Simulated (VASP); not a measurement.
Wanted: the native input for a VASP 6.6.1 run.

- Task: single point
- Functional: BLYP
- Potentials or basis: VASP PAW PBE potentials, release 64 (In_d)
- Cutoff: 520 eV
- k mesh: 12 × 12 × 3
- Occupations: fermi-dirac, width 0.1 eV
- Spin: no spin polarisation
- Dipole correction: no
- Further INCAR settings: ALGO = Normal; EDIFF = 1e-06; NBANDS = 34

The structure of In lies in POSCAR:

```
In
1.0
    3.6756682861      0.0000000000      0.0000000000
   -1.8378341430      3.1832221117      0.0000000000
    0.0000000000      0.0000000000     11.9321658893
In
4
Direct
    0.0000000000      0.0000000000      1.0000000000
    0.0000000000      1.0000000000      0.5000000000
    0.3333333333      0.6666666667      0.2500000000
    0.6666666667      0.3333333333      0.7500000000
```

This isn't the form of In at room conditions, which is tetragonal.

One way to write it, as run:

INCAR

```
AGGAC    = 1.0          
AGGAX    = 1.0          
ALDAC    = 0.0          
ALDAX    = 1.0          
ALGO     = Normal         # electronic algorithm
EDIFF    = 1E-6           # SCF threshold, eV
ENCUT    = 520            # plane-wave cutoff, eV
GGA      = B5             # functional
ISIF     = 2              # what is computed and relaxed
ISMEAR   = -1             # smearing method
LASPH    = True           # aspherical terms in the spheres
LCHARG   = False          # write CHGCAR
LREAL    = False          # projectors in reciprocal space
LWAVE    = False          # write WAVECAR
NBANDS   = 34             # bands
NELM     = 100            # most SCF steps
PREC     = Accurate       # precision mode
SIGMA    = 0.1            # smearing width, eV
```

KPOINTS

```
k-points
0
Gamma
  12 12 3
```

Potentials or basis: VASP PAW PBE potentials, release 64 (In_d).

Launch:

```sh
$ cat potpaw_PBE.64/In_d/POTCAR > POTCAR
$ mpirun -np 1 vasp_std > vasp.out
```

Results of the run:

```yaml
Pressure: -1.9 GPa
Band_gap_on_the_k_mesh: zero (bands 26 and 27 overlap by 3.44 eV)
```

Caveat: the PAW data sets were made with another functional, which shifts forces and pressure a little; spin-orbit coupling is left out, which moves the levels of the heavy elements.

It took 5.5 min on 1 thread of Intel Xeon 8259CL, with other jobs on the host, peak memory 0.31 GiB.
